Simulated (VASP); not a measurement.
# AlN (P6_3mc) in VASP: a series of runs, part 2 of 2

VASP 6.6.1. Earlier steps stand in the parts before.

## Step 5: Relaxation of cell and atoms, r2SCAN

This run uses another cell than the first one: it holds 4 atoms, not 8.

POSCAR reads:

```
AlN
1.0
    3.1110021516      0.0000000000      0.0000000000
   -1.5555010758      2.6942068945      0.0000000000
    0.0000000000      0.0000000000      4.9780000000
Al N
2 2
Direct
    0.3333333333      0.6666666667      0.0000000000
    0.6666666667      0.3333333333      0.5000000000
    0.3333333333      0.6666666667      0.3850000000
    0.6666666667      0.3333333333      0.8850000000
```

INCAR.step1 reads:

```
ALGO     = Normal         # electronic algorithm
EDIFF    = 1E-4           # SCF threshold, eV
ENCUT    = 600            # plane-wave cutoff, eV
GGA      = PE             # functional
ISMEAR   = 0              # smearing method
LASPH    = True           # aspherical terms in the spheres
LCHARG   = False          # write CHGCAR
LREAL    = False          # projectors in reciprocal space
LWAVE    = True           # write WAVECAR
NELM     = 100            # most SCF steps
PREC     = Accurate       # precision mode
SIGMA    = 0.02           # smearing width, eV
```

INCAR.step2 reads:

```
ALGO     = Normal         # electronic algorithm
EDIFF    = 1E-7           # SCF threshold, eV
EDIFFG   = -0.005         # ionic threshold
ENCUT    = 600            # plane-wave cutoff, eV
IBRION   = 2              # ionic algorithm
ISIF     = 3              # what is computed and relaxed
ISMEAR   = 0              # smearing method
ISTART   = 1            
LASPH    = True           # aspherical terms in the spheres
LCHARG   = False          # write CHGCAR
LMIXTAU  = True         
LREAL    = False          # projectors in reciprocal space
LWAVE    = False          # write WAVECAR
METAGGA  = R2SCAN         # meta-GGA
NELM     = 100            # most SCF steps
NSW      = 100            # ionic steps
PREC     = Accurate       # precision mode
SIGMA    = 0.02           # smearing width, eV
```

KPOINTS reads:

```
k-points
0
Gamma
  12 12 6
```

Potentials or basis: VASP PAW PBE potentials, release 64 (Al, N).

Run with:

```sh
$ cat potpaw_PBE.64/Al/POTCAR potpaw_PBE.64/N/POTCAR > POTCAR
$ cp INCAR.step1 INCAR
$ mpirun -np 1 vasp_std > vasp.out
$ cp INCAR.step2 INCAR
$ mpirun -np 1 vasp_std > vasp.out
```

OUTCAR:

```text
EDIFF = 1E-7
   EDIFFG = -0.005
   ENCUT = 600
   IBRION = 2
   ISIF = 3
   ISMEAR = 0
   ISTART = 1
   LASPH = True
   LREAL = False
   METAGGA = R2SCAN
   NELM = 100
   NSW = 100
   PREC = Accurate

 ion  position               nearest neighbor table
   1  0.333  0.667  0.000-   4 1.89   4 1.89   4 1.89   3 1.92   2 3.07   2 3.07   2 3.07   2 3.07
                             2 3.07   2 3.07
   2  0.667  0.333  0.500-   3 1.89   3 1.89   3 1.89   4 1.92   1 3.07   1 3.07   1 3.07   1 3.07
                             1 3.07   1 3.07
   3  0.333  0.667  0.385-   2 1.89   2 1.89   2 1.89   1 1.92
   4  0.667  0.333  0.885-   1 1.89   1 1.89   1 1.89   2 1.92

  LATTYP: Found a hexagonal cell.
 ALAT       =     3.1110021516
 C/A-ratio  =     1.6001274694

  Lattice vectors:

 A1 = (   3.1110021516,   0.0000000000,   0.0000000000)
 A2 = (  -1.5555010758,   2.6942068945,   0.0000000000)
 A3 = (   0.0000000000,   0.0000000000,   4.9780000000)

Analysis of symmetry for initial positions (statically):
=====================================================================
 Subroutine PRICEL returns:
 Original cell was already a primitive cell.

 Routine SETGRP: Setting up the symmetry group for a
 hexagonal supercell.

 Subroutine GETGRP returns: Found 12 space group operations
 (whereof  6 operations were pure point group operations)
 out of a pool of 24 trial point group operations.

The static configuration has the point symmetry C_3v.
 The point group associated with its full space group is C_6v.

Analysis of symmetry for dynamics (positions and initial velocities):
=====================================================================
 Subroutine PRICEL returns:
 Original cell was already a primitive cell.

 Routine SETGRP: Setting up the symmetry group for a
 hexagonal supercell.

[... 149 lines left out ...]
--------------------------------------- Ionic step        1  -------------------------------------------

 number of electron      16.0000001 magnetization

 Free energy of the ion-electron system (eV)
  ---------------------------------------------------
  ext. energy  EPLUGINS =         0.00000000
  ---------------------------------------------------
  free energy    TOTEN  =       -38.45209411 eV

  energy without entropy =      -38.45209411  energy(sigma->0) =      -38.45209411

------------------------ aborting loop because EDIFF is reached ----------------------------------------

  FORCE on cell =-STRESS in cart. coord.  units (eV):
  Direction    XX          YY          ZZ          XY          YZ          ZX
  --------------------------------------------------------------------------------------
  -------------------------------------------------------------------------------------
  Total       -0.1082220     -0.1082220     -0.5084624      0.0000000      0.0000000      0.0000000
  in kB       -4.1556608     -4.1556608    -19.5246503      0.0000000      0.0000000      0.0000000
  external PRESSURE =      -9.2786573 kB  Pullay stress =       0.0000000 kB
[... 177 lines left out ...]
--------------------------------------- Ionic step        6  -------------------------------------------

 number of electron      16.0000000 magnetization

 Free energy of the ion-electron system (eV)
  ---------------------------------------------------
  ext. energy  EPLUGINS =         0.00000000
  ---------------------------------------------------
  free energy    TOTEN  =       -38.45572444 eV

  energy without entropy =      -38.45572444  energy(sigma->0) =      -38.45572444

 E-fermi :   6.0353     XC(G=0): -11.4237

 val. band max:        5.9347785932   @ k =   0.0000   0.0000   0.0000
 cond. band min:      10.8679939389   @ k =   0.0000   0.0000   0.0000
 fundamental gap:      4.9332153457
 Fermi energy:         6.0353331088

 k-point     1 :       0.0000    0.0000    0.0000
  band No.  band energies     occupation
      1     -10.0574      2.00000
      2      -7.9295      2.00000
      3      -0.1422      2.00000
      4       5.0466      2.00000
      5       5.0466      2.00000
      6       5.7083      2.00000
      7       5.7083      2.00000
      8       5.9348      2.00000
      9      10.8680      0.00000
     10      13.4849      0.00000
     11      17.5624      0.00000
     12      17.9867      0.00000
[... 331 lines left out ...]
 k-point    24 :       0.3333   -0.0000    0.1667
  band No.  band energies     occupation
      1      -8.7327      2.00000
      2      -7.5231      2.00000
      3       0.9625      2.00000
      4       1.9431      2.00000
      5       2.5535      2.00000
      6       4.1188      2.00000
      7       5.1310      2.00000
      8       5.2602      2.00000
      9      12.5141      0.00000
     10      13.3435      0.00000
     11      15.3091      0.00000
     12      17.0818      0.00000

 [... further k-points ...]

------------------------ aborting loop because EDIFF is reached ----------------------------------------

  FORCE on cell =-STRESS in cart. coord.  units (eV):
  Direction    XX          YY          ZZ          XY          YZ          ZX
  --------------------------------------------------------------------------------------
  -------------------------------------------------------------------------------------
  Total       -0.0049026     -0.0049026      0.0159897      0.0000000      0.0000000      0.0000000
  in kB       -0.1890571     -0.1890571      0.6166065      0.0000000      0.0000000      0.0000000
  external PRESSURE =       0.0794974 kB  Pullay stress =       0.0000000 kB
[... 19 lines left out ...]
  FREE ENERGIE OF THE ION-ELECTRON SYSTEM (eV)
  ---------------------------------------------------
  free  energy   TOTEN  =       -38.4557244390 eV

  energy  without entropy=      -38.4557244390  energy(sigma->0) =      -38.45572444

 reached required accuracy - stopping structural energy minimisation
```

OSZICAR.step1:

```text
N       E                     dE             d eps       ncg     rms          rms(c)
DAV:   1     0.598432521446E+02    0.59843E+02   -0.83114E+03  1824   0.135E+03
DAV:   2    -0.298639873539E+02   -0.89707E+02   -0.82455E+02  2612   0.247E+02
DAV:   3    -0.344818819150E+02   -0.46179E+01   -0.45981E+01  2408   0.623E+01
DAV:   4    -0.345223441171E+02   -0.40462E-01   -0.40450E-01  2132   0.656E+00
DAV:   5    -0.345229226057E+02   -0.57849E-03   -0.57847E-03  2324   0.783E-01    0.122E+01
DAV:   6    -0.297650701021E+02    0.47579E+01   -0.16961E+01  2236   0.332E+01    0.420E+00
DAV:   7    -0.297824964803E+02   -0.17426E-01   -0.67320E-01  2032   0.688E+00    0.288E+00
DAV:   8    -0.297753177272E+02    0.71788E-02   -0.77465E-02  2112   0.312E+00    0.484E-01
DAV:   9    -0.297705855900E+02    0.47321E-02   -0.19343E-02  2344   0.105E+00    0.242E-01
DAV:  10    -0.297711403310E+02   -0.55474E-03   -0.25721E-03  2156   0.407E-01    0.138E-01
DAV:  11    -0.297710437849E+02    0.96546E-04   -0.30744E-04  1728   0.144E-01
   1 F= -.29771044E+02 E0= -.29771044E+02  d E =-.176660E-29
```

Wall time 21 min (1 thread of Intel Xeon 8259CL, shared host); peak memory 0.21 GiB.

What came out:

```
Free energy                           : -38.4557 eV
Relaxed volume                        : 10.39 Å³/atom
Relaxed cell                          : a = 3.105 Å, b = 3.105 Å, c = 4.975 Å, α = 90.00°, β = 90.00°, γ = 120.00°
Space group after relaxing (to 0.1 Å) : P6_3mc (No. 186)
Energy gained by relaxing             : 0.9 meV/atom
Ionic steps                           : 6
Pressure after relaxing               : 0.0 GPa
Band gap on the k mesh                : 4.93 eV
```

Step by step:
| step | energy change (eV) | largest force (eV/Å) | pressure (GPa) | volume (Å³) |
| --- | --- | --- | --- | --- |
| 1 | 0.0000 | 0.1958 | -0.93 | 41.72 |
| 2 | -0.0012 | 0.1092 | 0.94 | 41.36 |
| 3 | -0.0031 | 0.0300 | 0.10 | 41.52 |
| 4 | -0.0031 | 0.0265 | 0.12 | 41.51 |
| 5 | -0.0035 | 0.0096 | 0.05 | 41.53 |
| 6 | -0.0036 | 0.0017 | 0.01 | 41.55 |

Final structure:
```yaml
crystal:
  lattice:
    - [3.10535, 0.00000, 0.00000]
    - [-1.55268, 2.68931, 0.00000]
    - [0.00000, 0.00000, 4.97497]
  atoms:
    - { symbol: Al, position: [0.33333, 0.66667, 0.00168] }
    - { symbol: Al, position: [0.66667, 0.33333, 0.50168] }
    - { symbol: N, position: [0.33333, 0.66667, 0.38332] }
    - { symbol: N, position: [0.66667, 0.33333, 0.88332] }
```

Caveat: the PAW data sets were made with another functional, which shifts forces and pressure a little. A k mesh can miss the band edges.

## Step 6: Overview

| task | cell | k mesh | cutoff (eV) | smearing | gap on the mesh (eV) | pressure (GPa) |
| --- | --- | --- | --- | --- | --- | --- |
| single point | a = 3.107, b = 3.107, c = 9.957 Å, angles 90.0, 90.0, 60.0°, 8 atoms, atomic positions A | 8 × 8 × 3 | 520 | gaussian 0.05 eV | 4.92 | -0.4 |
| single point | a = 3.107, b = 3.107, c = 4.978 Å, angles 90.0, 90.0, 120.0°, 4 atoms, atomic positions B | 12 × 12 × 6 | 520 | gaussian 0.02 eV | 4.92 | -0.4 |
| single point | a = 3.107, b = 4.978, c = 10.762 Å, 16 atoms, atomic positions C | 7 × 5 × 2 | 520 | gaussian 0.05 eV | 4.92 | -0.4 |
| relaxation of cell and atoms | relaxed from a = 3.111, b = 3.111, c = 4.978 Å, angles 90.0, 90.0, 120.0°, 4 atoms, atomic positions D | 12 × 12 × 6 | 600 | gaussian 0.02 eV | 4.93 | 0.0 |

Alike in all rows: level r2SCAN; potentials or basis VASP PAW PBE potentials, release 64 (Al, N); no spin polarisation.

Caveats: the PAW data sets were made with another functional, which shifts forces and pressure a little.

Absolute energies hang on the potentials; compare differences alone.

## Step 7: How close it comes

Step 3. Against the measured gap of AlN, 6.034 eV (an exciton energy, a little under the gap; 10 K; quoted in “Self-assembly of well-separated AlN nanowires directly on sputtered metallic TiN films”, 2019, arxiv:1910.07391), the calculated 4.92 eV is off by -1.11 eV. 2 values of this kind are on record (6.034 to 6.0343 eV); this one was drawn at random. The value is that of r2SCAN on a finite k mesh, which can miss the band edges, without temperature or zero-point motion.
